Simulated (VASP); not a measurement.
Wanted: the native input for a VASP 6.6.1 run.

```
Task                   : single point
Functional             : PBE
Dispersion             : D4
Potentials or basis    : VASP PAW PBE potentials, release 64 (Sn_d)
Cutoff                 : 520 eV
k mesh                 : 10 × 10 × 10
Occupations            : fermi-dirac, width 0.1 eV
Spin                   : no spin polarisation
Dipole correction      : no
Further INCAR settings : ALGO = Normal; EDIFF = 1e-07; NBANDS = 21
```

The structure of Sn lies in POSCAR:

```
Sn
1.0
   -2.9196400000      2.9196400000      1.5938000000
    2.9196400000     -2.9196400000      1.5938000000
    2.9196400000      2.9196400000     -1.5938000000
Sn
2
Direct
    0.0000000000      0.0000000000      0.0000000000
    0.7500000000      0.2500000000      0.5000000000
```

The input as run:

INCAR

```
SYSTEM = Sn
PREC = Accurate ; ENCUT = 520
EDIFF = 1E-7 ; ISMEAR = -1
SIGMA = 0.1 ; LREAL = .False.
LASPH = .True. ; NELM = 80
ALGO = Normal ; ISIF = 2
LWAVE = .False. ; LCHARG = .False.
GGA = PE ; IVDW = 13
NBANDS = 21
```

KPOINTS

```
regular mesh
0
Gamma
  10 10 10
  0 0 0
```

Potentials or basis: VASP PAW PBE potentials, release 64 (Sn_d).

Command:

```console
$ cat potpaw_PBE.64/Sn_d/POTCAR > POTCAR
$ mpirun -np 1 vasp_std > vasp.out
```

Results of the run:

```
Pressure                   : 0.0 GPa
Band gap on the k mesh     : zero (bands 14 and 15 overlap by 3.88 eV)
Dispersion energy per atom : -0.427 eV
```

Caveat: spin-orbit coupling is left out, which moves the levels of the heavy elements.

Run time: 2.7 min on 1 thread of Intel Xeon 8259CL (shared host), peak memory 0.26 GiB.
